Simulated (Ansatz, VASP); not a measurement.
CdSe in VASP and in Ansatz

```
Cd Se
1.0
     0.00000    2.48548    2.48548
     2.48548    0.00000    2.48548
     2.48548    2.48548    0.00000
Cd Se
1 1
Direct
  0.00000 0.00000 0.00000
  0.50000 0.50000 0.50000
```

Change from the starting cell: volume scaled by 0.65, PAW files.

Alike in both runs: task single point; functional PBE; k mesh 14 × 14 × 14; occupations fermi-dirac, width 0.08 eV; no spin polarisation.

|  | VASP | Ansatz |
| --- | --- | --- |
| version | VASP 6.6.1 | Ansatz 0.2.0 |
| potentials or method | VASP PAW PBE potentials, release 64 (Cd, Se) | PAW with Ansatz's default frozen-core files, scalar-relativistic |
| plane-wave cutoff (eV) | 500 | 420 |
| valence electrons in the cell | 18 | 36 |

VASP gave:

```
pressure (GPa) : 74.8
```

Problem. What did Ansatz give for the same quantities?

Solution. Pressure (GPa): 72.3.

Both programs put the cell under a high pressure, so it lies far from rest at this level. With one functional, cell and mesh, what is left measures potentials, basis and numerics. VASP's potentials hold 18 valence electrons a cell and Ansatz's 36, so a difference there can come from the potentials and not from the codes.

Noted on VASP's run: the cell as given lies far from equilibrium.
